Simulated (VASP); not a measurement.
Write the native input for VASP 6.6.1 that does the following.

| Property | Result |
| --- | --- |
| Task | single point |
| Functional | r2SCAN |
| Potentials or basis | VASP PAW PBE potentials, release 64 (Ta_pv, N) |
| Cutoff | 520 eV |
| k mesh | 6 × 6 × 4 |
| Occupations | fermi-dirac, width 0.02 eV |
| Spin | no spin polarisation |
| Dipole correction | no |
| Further INCAR settings | LREAL = Auto; ALGO = Normal; EDIFF = 1e-06; NBANDS = 72 |

The system is Ta3N5.

```
Ta N
1.0
     1.93637   -5.12929    0.00000
     1.93637    5.12929    0.00000
     0.00000    0.00000   10.29589
Ta N
6 10
Direct
  0.80334 0.19666 0.25000
  0.19666 0.80334 0.75000
  0.86656 0.13344 0.56002
  0.13344 0.86656 0.06002
  0.13344 0.86656 0.43998
  0.86656 0.13344 0.93998
  0.23702 0.76298 0.25000
  0.76298 0.23702 0.75000
  0.95301 0.04699 0.11871
  0.04699 0.95301 0.61871
  0.04699 0.95301 0.88129
  0.95301 0.04699 0.38129
  0.69212 0.30788 0.07407
  0.30788 0.69212 0.57407
  0.30788 0.69212 0.92593
  0.69212 0.30788 0.42593
```

These files were run (other wordings do the same):

POSCAR

```
Ta3N5
1.0
    1.9363702300     -5.1292931000      0.0000000000
    1.9363702300      5.1292931000      0.0000000000
    0.0000000000      0.0000000000     10.2958857400
Ta N
6 10
Direct
    0.8033444600      0.1966555400      0.2500000000
    0.1966555400      0.8033444600      0.7500000000
    0.8665597400      0.1334402600      0.5600175200
    0.1334402600      0.8665597400      0.0600175200
    0.1334402600      0.8665597400      0.4399824800
    0.8665597400      0.1334402600      0.9399824800
    0.2370165800      0.7629834200      0.2500000000
    0.7629834200      0.2370165800      0.7500000000
    0.9530125100      0.0469874900      0.1187090500
    0.0469874900      0.9530125100      0.6187090500
    0.0469874900      0.9530125100      0.8812909500
    0.9530125100      0.0469874900      0.3812909500
    0.6921221600      0.3078778400      0.0740723000
    0.3078778400      0.6921221600      0.5740723000
    0.3078778400      0.6921221600      0.9259277000
    0.6921221600      0.3078778400      0.4259277000
```

INCAR.step1

```
ALGO = Normal
EDIFF = 1E-4
ENCUT = 520
GGA = PE
ISMEAR = -1
LASPH = True
LCHARG = False
LREAL = Auto
LWAVE = True
NBANDS = 72
NELM = 80
PREC = Accurate
SIGMA = 0.02
```

INCAR.step2

```
ALGO = Normal
EDIFF = 1E-6
ENCUT = 520
ISIF = 2
ISMEAR = -1
ISTART = 1
LASPH = True
LCHARG = False
LMIXTAU = True
LREAL = Auto
LWAVE = False
METAGGA = R2SCAN
NBANDS = 72
NELM = 80
PREC = Accurate
SIGMA = 0.02
```

KPOINTS

```
k-points
0
Gamma
  6 6 4
```

Potentials or basis: VASP PAW PBE potentials, release 64 (Ta_pv, N).

The run is started by

```console
$ cat potpaw_PBE.64/Ta_pv/POTCAR potpaw_PBE.64/N/POTCAR > POTCAR
$ cp INCAR.step1 INCAR
$ mpirun -np 1 vasp_std > vasp.out
$ cp INCAR.step2 INCAR
$ mpirun -np 1 vasp_std > vasp.out
```

It gave:

* Pressure: 1.4 GPa
* Largest force: 0.069 eV/Å
* Band gap on the k mesh: 1.62 eV (least direct gap 1.83 eV)

Caveat: the PAW data sets were made with another functional, which shifts forces and pressure a little; spin-orbit coupling is left out, which moves the levels of the heavy elements.

It took 33 min on 1 thread of Intel(R) Xeon(R) 6975P-C (Granite Rapids), with other jobs on the host, peak memory 0.61 GiB.
